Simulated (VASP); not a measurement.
# I (Fmmm) in VASP: notebook, part 2 of 2

VASP 6.6.1. Earlier steps stand in the parts before.

## (3) Single point, HSE06

POSCAR reads:

```
I
1.0
    0.0000000000      2.3656004428      3.9098401324
    2.1922454667      0.0000000000      3.9098401324
    2.1922454667      2.3656004428      0.0000000000
I
1
Direct
    0.0000000000      0.0000000000      0.0000000000
```

INCAR.step1 reads:

```
PREC = Accurate
ENCUT = 520
EDIFF = 1E-5
ISMEAR = -1
SIGMA = 0.05
LREAL = F
LASPH = T
NELM = 100
ALGO = Normal
ISIF = 2
LWAVE = T
LCHARG = F
GGA = PE
NBANDS = 10
```

INCAR.step2 reads:

```
PREC = Accurate
ENCUT = 520
EDIFF = 1E-6
ISMEAR = -1
SIGMA = 0.05
LREAL = F
LASPH = T
NELM = 100
ALGO = Normal
ISIF = 2
LWAVE = F
LCHARG = F
GGA = PE
LHFCALC = T
HFSCREEN = 0.2079
PRECFOCK = Normal
ISTART = 1
NBANDS = 10
```

KPOINTS reads:

```
Automatic mesh
0
Gamma
  5 5 5
```

Potentials or basis: VASP PAW PBE potentials, release 64 (I).

Command:

```bash
cat potpaw_PBE.64/I/POTCAR > POTCAR
cp INCAR.step1 INCAR
mpirun -np 1 vasp_std > vasp.out
cp INCAR.step2 INCAR
mpirun -np 1 vasp_std > vasp.out
```

OUTCAR:

```text
PREC = Accurate
   ENCUT = 520
   EDIFF = 1E-6
   ISMEAR = -1
   LREAL = F
   LASPH = T
   NELM = 100
   ISIF = 2
   GGA = PE
   LHFCALC = T
   HFSCREEN = 0.2079
   PRECFOCK = Normal
   ISTART = 1

 ion  position               nearest neighbor table
   1  0.000  0.000  0.000-

  LATTYP: Found a face centered orthorhombic cell.
 ALAT       =     4.3844909334
 B/A-ratio  =     1.0790764441
 C/A-ratio  =     1.7834864717

  Lattice vectors:

 A1 = (   0.0000000000,   2.3656004428,   3.9098401324)
 A2 = (   2.1922454667,   0.0000000000,   3.9098401324)
 A3 = (   2.1922454667,   2.3656004428,   0.0000000000)

Analysis of symmetry for initial positions (statically):
=====================================================================
 Subroutine PRICEL returns:
 Original cell was already a primitive cell.

 Routine SETGRP: Setting up the symmetry group for a
 face centered orthorhombic supercell.

 Subroutine GETGRP returns: Found  8 space group operations
 (whereof  8 operations were pure point group operations)
 out of a pool of  8 trial point group operations.

The static configuration has the point symmetry D_2h.

Analysis of symmetry for dynamics (positions and initial velocities):
=====================================================================
 Subroutine PRICEL returns:
 Original cell was already a primitive cell.

 Routine SETGRP: Setting up the symmetry group for a
 face centered orthorhombic supercell.

 Subroutine GETGRP returns: Found  8 space group operations
 (whereof  8 operations were pure point group operations)
 out of a pool of  8 trial point group operations.

The dynamic configuration has the point symmetry D_2h.

[... 121 lines left out ...]
   GGA     = PE    functional components
   LHFCALC =     T    Hartree Fock is set to
   PRECFOCK=normal    Normal, Fast or Accurate (Low or Medium for compatibility)
   ENCUT4O =  -1.0   cutoff for four orbital integrals eV
   NKREDX  =     1    reduce k-point grid by
   NKREDY  =     1    reduce k-point grid by
   NKREDZ  =     1    reduce k-point grid by
   AEXX    =    0.2500 exact exchange contribution
   HFSCREEN=    0.2079 screening length (either q_TF or 0.3 A-1)
   HFSCREENC=   0.2079 screening length for correlation (either q_TF or 0.3 A-1)
   ENCUTFOCK=  -1.0 apply spherical cutoff to Coloumb kernel
   IVDW    =     0    specifies the selected vdW correction
   LEPSILON=     F    determine dielectric tensor
   LRPA    =     F    only Hartree local field effects (RPA)
 non-spin polarized calculation
  energy-cutoff  :      520.00
  volume of cell :       40.55
 maximum number of plane-waves:      1106
 NGX is ok and might be reduce to    36
  NGX = 28; NGY = 28; NGZ = 18

 number of electron       7.0000000 magnetization

 Free energy of the ion-electron system (eV)
  ---------------------------------------------------
  ext. energy  EPLUGINS =         0.00000000
  ---------------------------------------------------
  free energy    TOTEN  =        -1.81145996 eV

  energy without entropy =       -1.80070584  energy(sigma->0) =       -1.80608290

 E-fermi :   2.3791     XC(G=0):  -6.9330

 val. band max:        2.3689967630   @ k =  -0.2000   0.4000   0.2000
 cond. band min:       2.3939433726   @ k =  -0.4000   0.2000   0.2000
 fundamental gap:      0.0249466096
 Fermi energy:         2.3791195257

 k-point     1 :       0.0000    0.0000    0.0000
  band No.  band energies     occupation
      1     -12.1992      2.00000
      2       0.6661      2.00000
      3       4.1457      0.00000
      4       4.5121      0.00000
      5       8.2891      0.00000
      6      11.3333      0.00000
      7      12.0594      0.00000
      8      16.1981      0.00000
      9      16.4742      0.00000
     10      16.5233      0.00000
[... 287 lines left out ...]
 k-point    24 :      -0.4000    0.2000    0.4000
  band No.  band energies     occupation
      1      -9.4890      2.00000
      2      -1.1510      2.00000
      3      -0.6118      2.00000
      4       1.8828      1.99990
      5       8.4984      0.00000
      6      10.7824      0.00000
      7      11.5080      0.00000
      8      14.4147      0.00000
      9      16.3186      0.00000
     10      20.7411      0.00000

 [... further k-points ...]

------------------------ aborting loop because EDIFF is reached ----------------------------------------

  FORCE on cell =-STRESS in cart. coord.  units (eV):
  Direction    XX          YY          ZZ          XY          YZ          ZX
  --------------------------------------------------------------------------------------
  -------------------------------------------------------------------------------------
  Total       -0.5991030     -0.3277675      0.1668347      0.0000000      0.0000000      0.0000000
  in kB      -23.6696859    -12.9496175      6.5913966      0.0000000      0.0000000      0.0000000
  external PRESSURE =     -10.0093023 kB  Pullay stress =       0.0000000 kB

 VOLUME and BASIS-vectors are now :
 -----------------------------------------------------------------------------
  energy-cutoff  :      520.00
  volume of cell :       40.55
      direct lattice vectors                 reciprocal lattice vectors
     0.000000000  2.365600443  3.909840132    -0.228076649  0.211362828  0.127882467
     2.192245467  0.000000000  3.909840132     0.228076649 -0.211362828  0.127882467
     2.192245467  2.365600443  0.000000000     0.228076649  0.211362828 -0.127882467

 POSITION                                       TOTAL-FORCE (eV/Angst)
 -----------------------------------------------------------------------------------
      0.00000      0.00000      0.00000         0.000000      0.000000      0.000000
 -----------------------------------------------------------------------------------
    total drift:                               -0.000000     -0.000000     -0.000000

  FREE ENERGIE OF THE ION-ELECTRON SYSTEM (eV)
  ---------------------------------------------------
  free  energy   TOTEN  =        -1.8114599558 eV

  energy  without entropy=       -1.8007058416  energy(sigma->0) =       -1.80608290
```

It took 11 min on 1 thread of Intel Xeon Platinum 8259CL at 2.50GHz (Skylake/Cascade Lake), shared host; peak memory 0.28 GiB.

What came out:

```yaml
Free_energy: -1.8115 eV
Pressure: -1.0 GPa
Band_gap_on_the_k_mesh: zero (an odd number of electrons rules out a gap without spin polarisation)
```

Levels at points of the mesh, in eV from the Fermi level:
```
           k point  band 1  band 2  band 3  band 4  band 5  band 6  band 7  band 8
(0.00, 0.00, 0.00)  -14.58   -1.71    1.77    2.13    5.91    8.95    9.68   13.82
```

Caveat: the k points lie up to 0.42 Å⁻¹ apart, too coarse for converged energies and pressures of a metal; the PAW data sets were made with another functional, which shifts forces and pressure a little; spin-orbit coupling is left out, which moves the levels of the heavy elements; an odd number of electrons without spin polarisation forces a metal; a magnetic or distorted state may lie lower.

## (4) Single point, PBE0

POSCAR is that of step 3.

INCAR.step1 reads:

```
PREC = Accurate ; ENCUT = 520
EDIFF = 1E-5 ; ISMEAR = -1
SIGMA = 0.05 ; LREAL = F
LASPH = T ; NELM = 80
ALGO = Normal ; ISIF = 2
LWAVE = T ; LCHARG = F
GGA = PE ; NBANDS = 10
```

INCAR.step2 reads:

```
PREC = Accurate ; ENCUT = 520
EDIFF = 1E-6 ; ISMEAR = -1
SIGMA = 0.05 ; LREAL = F
LASPH = T ; NELM = 80
ALGO = Normal ; ISIF = 2
LWAVE = F ; LCHARG = F
GGA = PE ; LHFCALC = T
AEXX = 0.25 ; PRECFOCK = Normal
ISTART = 1 ; NBANDS = 10
```

KPOINTS reads:

```
regular mesh
0
Gamma
  5 5 5
```

Command:

```bash
cat potpaw_PBE.64/I/POTCAR > POTCAR
cp INCAR.step1 INCAR
mpirun -np 1 vasp_std > vasp.out
cp INCAR.step2 INCAR
mpirun -np 1 vasp_std > vasp.out
```

It took 10 min on 1 thread of Intel Xeon Platinum 8259CL at 2.50GHz (Skylake/Cascade Lake), shared host; peak memory 0.18 GiB.

It converged, with:

```
Free energy            : -2.1143 eV
Pressure               : -1.2 GPa
Band gap on the k mesh : zero (an odd number of electrons rules out a gap without spin polarisation)
```

Stress tensor (GPa, compression positive):
```
-2.54  0.00  0.00
 0.00 -1.55  0.00
 0.00  0.00  0.43
```

Levels at points of the mesh, in eV from the Fermi level:
```tsv
k point	band 2	band 3	band 4	band 5	band 6	band 7
(0.00, 0.00, 0.00)	-2.10	2.09	2.47	6.23	9.33	10.04
```

Caveat: the k points lie up to 0.42 Å⁻¹ apart, too coarse for converged energies and pressures of a metal; the PAW data sets were made with another functional, which shifts forces and pressure a little; spin-orbit coupling is left out, which moves the levels of the heavy elements; an odd number of electrons without spin polarisation forces a metal; a magnetic or distorted state may lie lower.

## (5) Single point, r2SCAN0

POSCAR is that of step 4.

INCAR.step1 reads:

```
  PREC = Accurate
  ENCUT = 520
  EDIFF = 1E-5
  ISMEAR = -1
  SIGMA = 0.05
  LREAL = F
  LASPH = T
  NELM = 100
  ALGO = Normal
  ISIF = 2
  LWAVE = T
  LCHARG = F
  GGA = PE
  NBANDS = 10
```

INCAR.step2 reads:

```
  PREC = Accurate
  ENCUT = 520
  EDIFF = 1E-6
  ISMEAR = -1
  SIGMA = 0.05
  LREAL = F
  LASPH = T
  NELM = 100
  ALGO = Normal
  ISIF = 2
  LWAVE = F
  LCHARG = F
  METAGGA = R2SCAN
  LHFCALC = T
  AEXX = 0.25
  LMIXTAU = T
  PRECFOCK = Normal
  ISTART = 1
  NBANDS = 10
```

KPOINTS is that of step 4.

Command:

```bash
cat potpaw_PBE.64/I/POTCAR > POTCAR
cp INCAR.step1 INCAR
mpirun -np 1 vasp_std > vasp.out
cp INCAR.step2 INCAR
mpirun -np 1 vasp_std > vasp.out
```

It took 10 min on 1 thread of Intel Xeon Platinum 8259CL at 2.50GHz (Skylake/Cascade Lake), shared host; peak memory 0.18 GiB.

It converged, with:

```
Free energy            : -19.4857 eV
Pressure               : -1.5 GPa
Band gap on the k mesh : zero (an odd number of electrons rules out a gap without spin polarisation)
```

Stress tensor (GPa, compression positive):
```
-2.67  0.00  0.00
 0.00 -1.61  0.00
 0.00  0.00 -0.11
```

Levels at points of the mesh, in eV from the Fermi level:
| k point | band 2 | band 3 | band 4 | band 5 | band 6 | band 7 |
| --- | --- | --- | --- | --- | --- | --- |
| (0.00, 0.00, 0.00) | -2.17 | 2.14 | 2.54 | 6.51 | 9.61 | 10.52 |

Caveat: the k points lie up to 0.42 Å⁻¹ apart, too coarse for converged energies and pressures of a metal; the PAW data sets were made with another functional, which shifts forces and pressure a little; spin-orbit coupling is left out, which moves the levels of the heavy elements; an odd number of electrons without spin polarisation forces a metal; a magnetic or distorted state may lie lower.

## (6) The runs side by side

| level | grid for exact exchange (PRECFOCK) | share of exact exchange | screening parameter | gap on the mesh (eV) | pressure (GPa) |
| --- | --- | --- | --- | --- | --- |
| r2SCAN | - | - | - | none | -0.1 |
| HSE06 | Normal | 0.25 | 0.2079 1/Å | none | -1.0 |
| PBE0 | Normal | 0.25 | - | none | -1.2 |
| r2SCAN0 | Normal | 0.25 | - | none | -1.5 |

Alike in all rows: task single point; potentials or basis VASP PAW PBE potentials, release 64 (I); no spin polarisation; cell as given; k mesh 5 × 5 × 5; cutoff (eV) 520; smearing fermi-dirac 0.05 eV.

Caveats: all runs use coarse meshes; the PAW data sets were made with another functional, which shifts forces and pressure a little; spin-orbit coupling is left out, which moves the levels of the heavy elements; an odd number of electrons without spin polarisation forces a metal; a magnetic or distorted state may lie lower.

Absolute energies hang on the potentials; compare differences alone.
